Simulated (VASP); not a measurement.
# SiS2 (Ibam) in VASP: further runs

Aim: see how the results for SiS2 move with the level of theory and the settings. Levels: HSE06, r2SCANh, r2SCAN+rVV10. Tasks: single point, relaxation of cell and atoms.

Everything below comes from runs of VASP 6.6.1. Logs are shortened: lines on timing, memory, paths and dates and some standing lists are left out, and cuts for length are marked.

### 1 The cell of the first run

Symmetry: Ibam, No. 72, orthorhombic system. The conventional cell has a = 5.487 Å, b = 9.636 Å, c = 5.523 Å, α = 90.00°, β = 90.00°, γ = 90.00°. Within 2.8 Å of Si (site symmetry 222) lie 4 S at 2.13 Å and 2 Si at 2.76 Å. S (site symmetry m) has 2 Si at 2.13 Å within 2.8 Å.

### 2 Single point, HSE06

POSCAR

```
SiS2
1.0
   -2.7433936244      4.8180836088      2.7616521808
    2.7433936244     -4.8180836088      2.7616521808
    2.7433936244      4.8180836088     -2.7616521808
Si S
2 4
Direct
    0.7500000000      0.7500000000      0.0000000000
    0.2500000000      0.2500000000      0.0000000000
    0.1177771225      0.2122163257      0.3299934483
    0.8822228775      0.7877836743      0.6700065517
    0.6177771225      0.2877836743      0.9055607968
    0.3822228775      0.7122163257      0.0944392032
```

INCAR.step1

```
PREC = Accurate
ENCUT = 400
EDIFF = 1E-5
ISMEAR = 0
SIGMA = 0.01
LREAL = F
LASPH = T
NELM = 120
ALGO = Normal
ISIF = 2
LWAVE = T
GGA = PE
NBANDS = 25
GGA_COMPAT = F
KPAR = 4
```

INCAR.step2

```
PREC = Accurate
ENCUT = 400
EDIFF = 1E-6
ISMEAR = 0
SIGMA = 0.01
LREAL = F
LASPH = T
NELM = 120
ALGO = Normal
ISIF = 2
LWAVE = F
LCHARG = T
GGA = PE
LHFCALC = T
HFSCREEN = 0.2079
PRECFOCK = Normal
LVHAR = T
ISTART = 1
NBANDS = 25
GGA_COMPAT = F
KPAR = 4
```

KPOINTS

```
Automatic mesh
0
Gamma
  4 4 4
```

Potentials or basis: VASP PAW PBE potentials, release 64 (Si, S).

Launch:

```bash
$ cat potpaw_PBE.64/Si/POTCAR potpaw_PBE.64/S/POTCAR > POTCAR
$ cp INCAR.step1 INCAR
$ mpirun -np 4 vasp_std > vasp.out
$ cp INCAR.step2 INCAR
$ mpirun -np 4 vasp_std > vasp.out
```

OUTCAR:

```text
PREC = Accurate
   ENCUT = 400
   EDIFF = 1E-6
   ISMEAR = 0
   LREAL = F
   LASPH = T
   NELM = 120
   ISIF = 2
   GGA = PE
   LHFCALC = T
   HFSCREEN = 0.2079
   PRECFOCK = Normal
   ISTART = 1

 ion  position               nearest neighbor table
   1  0.750  0.750  0.000-   6 2.13   5 2.13   3 2.13   4 2.13   2 2.76   2 2.76
   2  0.250  0.250  0.000-   5 2.13   6 2.13   4 2.13   3 2.13   1 2.76   1 2.76
   3  0.118  0.212  0.330-   1 2.13   2 2.13
   4  0.882  0.788  0.670-   2 2.13   1 2.13
   5  0.618  0.288  0.906-   2 2.13   1 2.13
   6  0.382  0.712  0.094-   1 2.13   2 2.13

  LATTYP: Found a body centered orthorhombic cell.
 ALAT       =     5.4867872488
 B/A-ratio  =     1.0066554636
 C/A-ratio  =     1.7562494736

  Lattice vectors:

 A1 = (  -2.7433936244,   4.8180836088,  -2.7616521808)
 A2 = (   2.7433936244,   4.8180836088,   2.7616521808)
 A3 = (   2.7433936244,  -4.8180836088,  -2.7616521808)

Analysis of symmetry for initial positions (statically):
=====================================================================
 Subroutine PRICEL returns:
 Original cell was already a primitive cell.

 Routine SETGRP: Setting up the symmetry group for a
 body centered orthorhombic supercell.

 Subroutine GETGRP returns: Found  8 space group operations
 (whereof  4 operations were pure point group operations)
 out of a pool of  8 trial point group operations.

The static configuration has the point symmetry C_2h.
 The point group associated with its full space group is D_2h.

Analysis of symmetry for dynamics (positions and initial velocities):
=====================================================================
 Subroutine PRICEL returns:
 Original cell was already a primitive cell.

 Routine SETGRP: Setting up the symmetry group for a
 body centered orthorhombic supercell.

 Subroutine GETGRP returns: Found  8 space group operations
 (whereof  4 operations were pure point group operations)
 out of a pool of  8 trial point group operations.

The dynamic configuration has the point symmetry C_2h.
 The point group associated with its full space group is D_2h.

 Subroutine INISYM returns: Found  8 space group operations
 (whereof  4 operations are pure point group operations),
 and found     1 'primitive' translations

----------------------------------------------------------------------------------------
[... 103 lines left out ...]
   TEBEG  =    0.0;   TEEND  =   0.0 temperature during run
   PSTRESS=    0.0 pullay stress
   NELECT =      32.0000    total number of electrons
   NUPDOWN=      -1.0000    fix difference up-down
   EMIN   =  10.00;   EMAX   =-10.00  energy-range for DOS
   EFERMI =   0.00;   METHOD = LEGACY
   ISMEAR =     0;   SIGMA  =   0.01  broadening in eV -4-tet -1-fermi 0-gaus
   EFERMI_NEDOS =   21; number of points for ismear=-14 and -15
   IALGO  =     38    algorithm
   IMIX   =      1    mixing-type and parameters
     AMIX     =   0.40;   BMIX     =  1.00
     AMIX_MAG =   1.60;   BMIX_MAG =  1.00
  volume/ion in A,a.u.               =      24.34       164.22
  Fermi-wavevector in a.u.,A,eV,Ry     =   0.987024  1.865205 13.255017  0.974216
  Thomas-Fermi vector in A             =   2.118448
   LORBIT       =      0    0 simple, 1 ext, 2 COOP (PROOUT), +10 PAW based schemes
   GGA     = PE    functional components
   LHFCALC =     T    Hartree Fock is set to
   PRECFOCK=normal    Normal, Fast or Accurate (Low or Medium for compatibility)
   ENCUT4O =  -1.0   cutoff for four orbital integrals eV
   NKREDX  =     1    reduce k-point grid by
   NKREDY  =     1    reduce k-point grid by
   NKREDZ  =     1    reduce k-point grid by
   AEXX    =    0.2500 exact exchange contribution
   HFSCREEN=    0.2079 screening length (either q_TF or 0.3 A-1)
   HFSCREENC=   0.2079 screening length for correlation (either q_TF or 0.3 A-1)
   ENCUTFOCK=  -1.0 apply spherical cutoff to Coloumb kernel
   IVDW    =     0    specifies the selected vdW correction
   LEPSILON=     F    determine dielectric tensor
   LRPA    =     F    only Hartree local field effects (RPA)
 non-spin polarized calculation
 Gauss-broadening in eV      SIGMA  =   0.01
  energy-cutoff  :      400.00
  volume of cell :      146.01
 maximum number of plane-waves:      2668
  NGX = 32; NGY = 32; NGZ = 32

 number of electron      32.0000008 magnetization

 Free energy of the ion-electron system (eV)
  ---------------------------------------------------
  ext. energy  EPLUGINS =         0.00000000
  ---------------------------------------------------
  free energy    TOTEN  =       -37.85630813 eV

  energy without entropy =      -37.85630813  energy(sigma->0) =      -37.85630813

 E-fermi :   1.6708     XC(G=0):  -6.9516

 val. band max:        1.5587767760   @ k =  -0.2500   0.2500   0.2500
 cond. band min:       5.4573463377   @ k =   0.5000   0.5000   0.5000
 fundamental gap:      3.8985695617
 Fermi energy:         1.6708227344

 k-point     1 :       0.0000    0.0000    0.0000
  band No.  band energies     occupation
      1     -14.4690      2.00000
      2     -12.1428      2.00000
      3     -11.5509      2.00000
      4     -11.4016      2.00000
      5      -6.5816      2.00000
      6      -4.9403      2.00000
[... 493 lines left out ...]
     24       9.2276      0.00000
     25       9.3513      0.00000

------------------------ aborting loop because EDIFF is reached ----------------------------------------

  FORCE on cell =-STRESS in cart. coord.  units (eV):
  Direction    XX          YY          ZZ          XY          YZ          ZX
  --------------------------------------------------------------------------------------
  -------------------------------------------------------------------------------------
  Total        0.2399743      0.3414186      0.0888651      0.0000000      0.0000000      0.0000000
  in kB        2.6332006      3.7463330      0.9751023      0.0000000      0.0000000      0.0000000
  external PRESSURE =       2.4515453 kB  Pullay stress =       0.0000000 kB

 VOLUME and BASIS-vectors are now :
 -----------------------------------------------------------------------------
  energy-cutoff  :      400.00
  volume of cell :      146.01
      direct lattice vectors                 reciprocal lattice vectors
    -2.743393624  4.818083609  2.761652181     0.000000000  0.103775700  0.181051040
     2.743393624 -4.818083609  2.761652181     0.182256019  0.000000000  0.181051040
     2.743393624  4.818083609 -2.761652181     0.182256019  0.103775700  0.000000000

 POSITION                                       TOTAL-FORCE (eV/Angst)
 -----------------------------------------------------------------------------------
      0.00000      0.00000      4.14248         0.000000     -0.000000     -0.000000
      0.00000      0.00000      1.38083         0.000000     -0.000000     -0.000000
      1.16439      1.13492     -0.00000        -0.224139     -0.211695      0.000000
      1.57901      3.68316      2.76165         0.224139      0.211695     -0.000000
      1.57901      5.95300      0.00000         0.224139     -0.211695     -0.000000
      1.16439     -1.13492      2.76165        -0.224139      0.211695      0.000000
 -----------------------------------------------------------------------------------
    total drift:                                0.000007      0.000010      0.000007

  FREE ENERGIE OF THE ION-ELECTRON SYSTEM (eV)
  ---------------------------------------------------
  free  energy   TOTEN  =       -37.8563081298 eV

  energy  without entropy=      -37.8563081298  energy(sigma->0) =      -37.85630813
```

Wall time 23 min (4 MPI ranks of AMD EPYC 7R13 (Zen 3), shared host); peak memory 0.36 GiB.

Results:

- Free energy: -37.8563 eV
- Pressure: 0.2 GPa
- Largest force: 0.308 eV/Å
- Band gap on the k mesh: 3.90 eV (least direct gap 4.23 eV)

Forces on the atoms (eV/Å):
```
Si   0.000  0.000  0.000
Si   0.000  0.000  0.000
S   -0.224 -0.212  0.000
S    0.224  0.212  0.000
S    0.224 -0.212  0.000
S   -0.224  0.212  0.000
```

Levels at points of the mesh, in eV from the valence-band top:
| k point | band 13 | band 14 | band 15 | band 16 | band 17 | band 18 | band 19 | band 20 |
| --- | --- | --- | --- | --- | --- | --- | --- | --- |
| (0.00, 0.00, 0.00) | -1.62 | -0.79 | -0.73 | -0.63 | 4.49 | 5.11 | 5.20 | 6.71 |
| (0.50, 0.00, 0.00) | -1.36 | -1.36 | -0.75 | -0.75 | 4.58 | 4.58 | 6.23 | 6.23 |
| (0.00, 0.50, 0.00) | -1.04 | -1.04 | -0.65 | -0.65 | 4.46 | 4.46 | 5.83 | 5.83 |
| (0.50, 0.50, 0.00) | -1.92 | -1.41 | -1.08 | -0.04 | 5.23 | 5.79 | 6.10 | 6.10 |
| (0.50, 0.50, 0.50) | -2.24 | -1.95 | -1.45 | -0.33 | 3.90 | 4.91 | 5.23 | 6.13 |

Caveat: the PAW data sets were made with another functional, which shifts forces and pressure a little. A k mesh can miss the band edges.

### 3 Single point, r2SCANh

POSCAR is that of step 2.

INCAR.step1

```
ALGO = Normal
EDIFF = 1E-5
ENCUT = 440
GGA = PE
GGA_COMPAT = F
ISIF = 2
ISMEAR = 0
KPAR = 4
LASPH = T
LCHARG = F
LREAL = F
LWAVE = T
NBANDS = 25
NELM = 120
PREC = Accurate
SIGMA = 0.01
```

INCAR.step2

```
AEXX = 0.1
ALGO = Normal
EDIFF = 1E-6
ENCUT = 440
GGA_COMPAT = F
ISIF = 2
ISMEAR = 0
ISTART = 1
KPAR = 4
LASPH = T
LCHARG = F
LHFCALC = T
LMIXTAU = T
LREAL = F
LWAVE = F
METAGGA = R2SCAN
NBANDS = 25
NELM = 120
PREC = Accurate
PRECFOCK = Normal
SIGMA = 0.01
```

KPOINTS

```
k-points
0
Gamma
  4 4 4
```

Potentials or basis: VASP PAW PBE potentials, release 64 (Si, S).

Launch:

```bash
$ cat potpaw_PBE.64/Si/POTCAR potpaw_PBE.64/S/POTCAR > POTCAR
$ cp INCAR.step1 INCAR
$ mpirun -np 4 vasp_std > vasp.out
$ cp INCAR.step2 INCAR
$ mpirun -np 4 vasp_std > vasp.out
```

OUTCAR:

```text
AEXX = 0.1
   EDIFF = 1E-6
   ENCUT = 440
   ISIF = 2
   ISMEAR = 0
   ISTART = 1
   LASPH = T
   LHFCALC = T
   LREAL = F
   METAGGA = R2SCAN
   NELM = 120
   PREC = Accurate
   PRECFOCK = Normal

 ion  position               nearest neighbor table
   1  0.750  0.750  0.000-   6 2.13   5 2.13   3 2.13   4 2.13   2 2.76   2 2.76
   2  0.250  0.250  0.000-   5 2.13   6 2.13   4 2.13   3 2.13   1 2.76   1 2.76
   3  0.118  0.212  0.330-   1 2.13   2 2.13
   4  0.882  0.788  0.670-   2 2.13   1 2.13
   5  0.618  0.288  0.906-   2 2.13   1 2.13
   6  0.382  0.712  0.094-   1 2.13   2 2.13

  LATTYP: Found a body centered orthorhombic cell.
 ALAT       =     5.4867872488
 B/A-ratio  =     1.0066554636
 C/A-ratio  =     1.7562494736

  Lattice vectors:

 A1 = (  -2.7433936244,   4.8180836088,  -2.7616521808)
 A2 = (   2.7433936244,   4.8180836088,   2.7616521808)
 A3 = (   2.7433936244,  -4.8180836088,  -2.7616521808)

Analysis of symmetry for initial positions (statically):
[... 182 lines left out ...]
  energy without entropy =      -55.71734675  energy(sigma->0) =      -55.71734675

 E-fermi :   1.7267     XC(G=0):  -8.0075

 val. band max:        1.6130114693   @ k =  -0.2500   0.2500   0.2500
 cond. band min:       5.4659703773   @ k =   0.5000   0.5000   0.5000
 fundamental gap:      3.8529589081
 Fermi energy:         1.7267118315

 k-point     1 :       0.0000    0.0000    0.0000
  band No.  band energies     occupation
      1     -14.1826      2.00000
      2     -11.9037      2.00000
      3     -11.2953      2.00000
      4     -11.1474      2.00000
      5      -6.3838      2.00000
      6      -4.7682      2.00000
[... 493 lines left out ...]
     24       9.2594      0.00000
     25       9.4044      0.00000

------------------------ aborting loop because EDIFF is reached ----------------------------------------

  FORCE on cell =-STRESS in cart. coord.  units (eV):
  Direction    XX          YY          ZZ          XY          YZ          ZX
  --------------------------------------------------------------------------------------
  -------------------------------------------------------------------------------------
  Total       -0.0970172     -0.0696965     -0.3742523     -0.0000000      0.0000000      0.0000000
  in kB       -1.0645545     -0.7647690     -4.1066120     -0.0000000      0.0000000      0.0000000
  external PRESSURE =      -1.9786452 kB  Pullay stress =       0.0000000 kB

 VOLUME and BASIS-vectors are now :
 -----------------------------------------------------------------------------
  energy-cutoff  :      440.00
  volume of cell :      146.01
      direct lattice vectors                 reciprocal lattice vectors
    -2.743393624  4.818083609  2.761652181     0.000000000  0.103775700  0.181051040
     2.743393624 -4.818083609  2.761652181     0.182256019  0.000000000  0.181051040
     2.743393624  4.818083609 -2.761652181     0.182256019  0.103775700  0.000000000

 POSITION                                       TOTAL-FORCE (eV/Angst)
 -----------------------------------------------------------------------------------
      0.00000      0.00000      4.14248         0.000000      0.000000     -0.000000
      0.00000      0.00000      1.38083         0.000000      0.000000      0.000000
      1.16439      1.13492     -0.00000        -0.176484     -0.165769     -0.000000
      1.57901      3.68316      2.76165         0.176484      0.165769      0.000000
      1.57901      5.95300      0.00000         0.176484     -0.165769      0.000000
      1.16439     -1.13492      2.76165        -0.176484      0.165769      0.000000
 -----------------------------------------------------------------------------------
    total drift:                                0.000000     -0.000000     -0.000001

  FREE ENERGIE OF THE ION-ELECTRON SYSTEM (eV)
  ---------------------------------------------------
  free  energy   TOTEN  =       -55.7173467521 eV

  energy  without entropy=      -55.7173467521  energy(sigma->0) =      -55.71734675
```

OSZICAR.step1:

```text
N       E                     dE             d eps       ncg     rms          rms(c)
DAV:   1     0.138183035410E+03    0.13818E+03   -0.11847E+04   900   0.938E+02
DAV:   2    -0.211612800995E+02   -0.15934E+03   -0.14982E+03  1214   0.178E+02
DAV:   3    -0.320902597747E+02   -0.10929E+02   -0.10840E+02  1200   0.500E+01
DAV:   4    -0.322865017879E+02   -0.19624E+00   -0.19602E+00  1159   0.821E+00
DAV:   5    -0.322920250417E+02   -0.55233E-02   -0.55215E-02  1199   0.134E+00    0.184E+01
DAV:   6    -0.314160335863E+02    0.87599E+00   -0.12974E+00  1031   0.479E+00    0.106E+01
DAV:   7    -0.312951186696E+02    0.12091E+00   -0.10576E+00  1089   0.436E+00    0.313E+00
DAV:   8    -0.312922808996E+02    0.28378E-02   -0.11357E-01  1110   0.164E+00    0.844E-01
DAV:   9    -0.312917497395E+02    0.53116E-03   -0.45078E-03  1191   0.344E-01    0.499E-01
DAV:  10    -0.312919053585E+02   -0.15562E-03   -0.18044E-03  1094   0.209E-01    0.129E-01
DAV:  11    -0.312918767126E+02    0.28646E-04   -0.13463E-04  1135   0.637E-02    0.603E-02
DAV:  12    -0.312918820882E+02   -0.53756E-05   -0.13374E-05   725   0.195E-02
   1 F= -.31291882E+02 E0= -.31291882E+02  d E =-.809674E-50
```

Wall time 35 min (4 MPI ranks of Intel Xeon Platinum 8375C at 2.90GHz (Ice Lake), shared host); peak memory 0.33 GiB.

Results:

```
Free energy            : -55.7173 eV
Pressure               : -0.2 GPa
Largest force          : 0.242 eV/Å
Band gap on the k mesh : 3.85 eV (least direct gap 4.18 eV)
```

Forces on the atoms (eV/Å):
```
Si   0.000  0.000  0.000
Si   0.000  0.000  0.000
S   -0.176 -0.166  0.000
S    0.176  0.166  0.000
S    0.176 -0.166  0.000
S   -0.176  0.166  0.000
```

Caveat: the PAW data sets were made with another functional, which shifts forces and pressure a little.

[end of part 1 of 2]
